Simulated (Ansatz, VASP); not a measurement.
One calculation of NaCl, two programs

The input INCAR:

```
SYSTEM = NaCl
PREC = Accurate
ENCUT = 520
EDIFF = 1E-7
ISMEAR = 0
SIGMA = 0.05
LREAL = .False.
LASPH = .True.
NELM = 60
ALGO = Normal
ISIF = 2
LWAVE = .False.
LCHARG = .True.
GGA = PE
LELF = .True.
LVHAR = .True.
NBANDS = 14
```

The input KPOINTS:

```
regular mesh
0
Gamma
  6 6 6
  0 0 0
```

The input POSCAR:

```
NaCl
1.0
    3.4146352500      0.0000000000      0.0000000000
    0.0000000000      3.4146352500      0.0000000000
    0.0000000000      0.0000000000      3.6772995000
Na Cl
1 1
Direct
    0.0000000000      0.0000000000      0.0000000000
    0.5000000000      0.5000000000      0.5000000000
```

Input for Ansatz:

```yaml
crystal:
  lattice:
    - [3.41463525, 0.0, 0.0]
    - [0.0, 3.41463525, 0.0]
    - [0.0, 0.0, 3.6772995]
  atoms:
    - { symbol: Na, position: [0.0, 0.0, 0.0] }
    - { symbol: Cl, position: [0.5, 0.5, 0.5] }
basis:
  ecutwfc: 420
kpoints:
  mp_grid: { grid: [6, 6, 6] }
hamiltonian:
  xc: pbe
scf:
  occupations: { method: gaussian, width: 0.05 }
output:
  forces: true
  stress: true
  eigenvalues: true
```

Change from the starting cell: strain -0.025 along x and y, +0.050 along z, atoms carried along.

Alike in both runs: task single point; functional PBE; k mesh 6 × 6 × 6; occupations gaussian, width 0.05 eV; no spin polarisation.

|  | VASP | Ansatz |
| --- | --- | --- |
| version | VASP 6.6.1 | Ansatz 0.2.0 |
| potentials or method | VASP PAW PBE potentials, release 64 (Na_pv, Cl), cutoff 520 eV | scalar-relativistic, plane waves, PAW |
| valence electrons in the cell | 14 | 16 |

```tsv
	VASP	Ansatz	Ansatz less VASP
gap on the k mesh at the Fermi level (eV)	3.73	3.73	-0.001
least direct gap on the mesh (eV)	4.18	4.18	-0.001
pressure (GPa)	0.2	0.3	+0.05
traceless stress, the component that is largest in VASP (GPa)	-3.70	-3.70	-0.002
```

VASP's potentials hold 14 valence electrons a cell and Ansatz's 16, so a difference there can come from the potentials and not from the codes.
